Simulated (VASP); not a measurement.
Here is a VASP 6.6.1 calculation.

File POSCAR:

```
Si
1.0
   -3.3753259543      3.3753259543      1.9512214449
    3.3753259543     -3.3753259543      1.9512214449
    3.3753259543      3.3753259543     -1.9512214449
Si
4
Direct
    0.1788010600      0.1788010600      0.3576021200
    0.8211989400      0.8211989400      0.6423978800
    0.1788010600      0.8211989400      0.0000000000
    0.8211989400      0.1788010600      0.0000000000
```

Contents of INCAR.step1:

```
PREC = Accurate
ENCUT = 520
ISMEAR = 0
SIGMA = 0.03
LREAL = F
LASPH = T
NELM = 80
NBANDS = 16
GGA = PE
ALGO = Normal
EDIFF = 1E-4
LWAVE = T
LCHARG = F
```

Contents of INCAR.step2:

```
PREC = Accurate
ENCUT = 520
EDIFF = 1E-7
ISMEAR = 0
SIGMA = 0.03
LREAL = F
LASPH = T
NELM = 80
ALGO = Normal
ISIF = 2
LWAVE = F
LCHARG = T
METAGGA = R2SCAN
LMIXTAU = T
LELF = T
LVHAR = T
NBANDS = 16
ISTART = 1
```

KPOINTS

```
Automatic mesh
0
Gamma
  10 10 10
```

Potentials or basis: VASP PAW PBE potentials, release 64 (Si).

Run with:

```sh
$ cat potpaw_PBE.64/Si/POTCAR > POTCAR
$ cp INCAR.step1 INCAR
$ mpirun -np 1 vasp_std > vasp.out
$ cp INCAR.step2 INCAR
$ mpirun -np 1 vasp_std > vasp.out
```

**Question.** What does it give for the pressure?

**Answer.** -3.8 GPa.

**Question.** What does it give for the largest force?

**Answer.** 0.060 eV/Å.

Stress tensor (GPa, compression positive):
```
-3.65  0.00  0.00
 0.00 -3.65  0.00
 0.00  0.00 -3.97
```

Caveat: the cell differs from its parent crystal (strain +0.015 along x and y, +0.015 along z); the cell stands under tension; the PAW data sets were made with another functional, which shifts forces and pressure a little.
